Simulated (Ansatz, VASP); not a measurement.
Two plane-wave programs on KMgF3

```
CELL_PARAMETERS angstrom
6.29506 0.00000 0.00000
-3.14753 5.45169 0.00000
0.00000 0.00000 4.58101
ATOMIC_POSITIONS crystal
K 0.00000 0.00000 0.50000
K 0.00000 0.00000 0.00000
Mg 0.33333 0.66667 0.75000
Mg 0.66667 0.33333 0.25000
F 0.19906 0.39813 0.25000
F 0.80094 0.19906 0.75000
F 0.80094 0.60187 0.75000
F 0.19906 0.80094 0.25000
F 0.60187 0.80094 0.25000
F 0.39813 0.19906 0.75000
```

Alike in both runs: functional PBE; k mesh 6 × 6 × 4; occupations gaussian, width 0.1 eV; no spin polarisation.

Ansatz relaxed the structure, and its values are those at the end. VASP's run is a single point on that final structure, the one shown.

```csv
,VASP,Ansatz
version,VASP 6.6.1,Ansatz 0.2.0
potentials or method,"VASP PAW PBE potentials, release 64 (K_sv, Mg, F), cutoff 520 eV","scalar-relativistic, plane waves, PAW"
valence electrons in the cell,64,80
```

```tsv
	VASP	Ansatz	Ansatz less VASP
gap on the k mesh at the Fermi level (eV)	2.06	2.10	+0.044
least direct gap on the mesh (eV)	2.06	2.10	+0.044
pressure (GPa)	0.6	0.2	-0.36
rms of the force components (eV/Å)	0.022	0.001	-0.0209
```

VASP's potentials hold 64 valence electrons a cell and Ansatz's 80, so a difference there can come from the potentials and not from the codes.
